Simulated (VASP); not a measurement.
WS2: single point with r2SCAN

Crystal: WS2.

```
W S
1.0
     1.58841    0.91707    6.37318
    -1.58841    0.91707    6.37318
     0.00000   -1.83414    6.37318
W S
1 2
Direct
  0.00067 0.00067 0.00067
  0.25245 0.25245 0.25245
  0.41558 0.41558 0.41558
```

```
Program                : VASP 6.6.1
Task                   : single point
Functional             : r2SCAN
Potentials or basis    : VASP PAW PBE potentials, release 64 (W_sv, S)
Cutoff                 : 550 eV
k mesh                 : 12 × 12 × 12
Occupations            : gaussian, width 0.02 eV
Spin                   : no spin polarisation
Dipole correction      : no
Further INCAR settings : ALGO = Normal; EDIFF = 1e-06; NBANDS = 20
```

```
Pressure               : 0.9 GPa
Largest force          : 0.022 eV/Å
Band gap on the k mesh : 1.30 eV (least direct gap 1.94 eV)
```

Forces in eV/Å, atoms in the order of the input:
```
W    0.000  0.000  0.000
S    0.000  0.000 -0.022
S    0.000  0.000  0.022
```

Stress tensor (GPa, compression positive):
```
0.94 0.00 0.00
0.00 0.94 0.00
0.00 0.00 0.85
```

Levels at points of the mesh, in eV from the valence-band top:
| k point | band 11 | band 12 | band 13 | band 14 | band 15 | band 16 |
| --- | --- | --- | --- | --- | --- | --- |
| (0.00, 0.00, 0.00) | -2.39 | -1.82 | -1.05 | 2.44 | 2.44 | 2.68 |
| (0.50, 0.00, 0.00) | -2.67 | -1.97 | -1.67 | 2.43 | 2.80 | 3.96 |
| (0.50, 0.50, 0.00) | -3.14 | -2.10 | -1.54 | 2.40 | 2.92 | 3.58 |
| (0.50, 0.50, 0.50) | -2.37 | -2.37 | 0.00 | 2.50 | 2.50 | 2.59 |

It took 65 min on 1 thread of Intel(R) Xeon(R) Platinum 8259CL CPU @ 2.50GHz (Skylake/Cascade Lake), on a shared host, peak memory 0.57 GiB.

Caveat: the PAW data sets were made with another functional, which shifts forces and pressure a little; spin-orbit coupling is left out, which moves the levels of the heavy elements. A k mesh can miss the band edges.
